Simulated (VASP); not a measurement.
Input of a VASP 6.6.1 run:

Contents of INCAR:

```
PREC = Accurate
ENCUT = 520
EDIFF = 1E-6
ISMEAR = 0
SIGMA = 0.05
LREAL = False
LASPH = True
NELM = 150
ALGO = Normal
ISIF = 2
LWAVE = False
LCHARG = False
ISPIN = 2
MAGMOM = 0 0 0 0 2
LORBIT = 11
LDIPOL = True
IDIPOL = 3
DIPOL = 0.5 0.5 0.332
NBANDS = 22
```

Contents of KPOINTS:

```
Automatic mesh
0
Gamma
  7 7 1
```

Contents of POSCAR:

```
Si
1.0
    3.8195065206      0.0000000000      0.0000000000
    0.0000000000      3.8195065206      0.0000000000
    0.0000000000      0.0000000000     21.0645252450
Si
5
Direct
    0.0000000000      0.5000000000      0.1898927203
    0.0000000000      0.0000000000      0.2540004780
    0.5000000000      0.0000000000      0.3202822601
    0.5000000000      0.5000000000      0.3828486591
    0.7500000000      0.7500000000      0.5143493679
```

Potentials or basis: VASP PAW LDA potentials, release 64 (Si).

The run is started by

```console
$ cat potpaw_LDA.64/Si/POTCAR > POTCAR
$ mpirun -np 1 vasp_std > vasp.out
```

(1) What does it give for the band gap on the k mesh?

(2) Predict the largest force.

Results:

(1) zero (filled and empty bands overlap).

(2) 1.712 eV/Å.
